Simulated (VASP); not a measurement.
Input of a VASP 6.6.1 run:

The input INCAR:

```
ALGO = Normal
EDIFF = 1E-6
ENCUT = 520
GGA = PE
ISIF = 2
ISMEAR = 0
LASPH = True
LCHARG = False
LREAL = False
LWAVE = False
NBANDS = 16
NELM = 80
PREC = Accurate
SIGMA = 0.1
```

The input KPOINTS:

```
k-points
0
Gamma
  6 6 6
```

The input POSCAR:

```
MgO
1.0
    1.5430066409     -4.0653551694      0.0000000000
    1.5430066409      4.0653551694      0.0000000000
    0.0000000000      0.0000000000      3.0728952657
Mg O
2 2
Direct
    0.3544000000      0.6456000000      0.7500000000
    0.6456000000      0.3544000000      0.2500000000
    0.0776000000      0.9224000000      0.7500000000
    0.9224000000      0.0776000000      0.2500000000
```

Potentials or basis: VASP PAW PBE potentials, release 64 (Mg, O).

The run is started by

```bash
$ cat potpaw_PBE.64/Mg/POTCAR potpaw_PBE.64/O/POTCAR > POTCAR
$ mpirun -np 1 vasp_std > vasp.out
```

Question: Predict the band gap on the k mesh.

Answer: 0.27 eV, indirect (least direct gap 0.38 eV).

Question: What does it give for the pressure?

Answer: 17.4 GPa.

Question: Predict the largest force.

Answer: 8.664 eV/Å.

Forces in eV/Å, atoms in the order of the input:
```
Mg   0.000 -1.557  0.000
Mg   0.000  1.557  0.000
O    0.000 -8.664  0.000
O    0.000  8.664  0.000
```

Caveat: forces of over 1 eV/Å act on the atoms, so gaps and moduli don't describe the material at rest. A k mesh can miss the band edges.
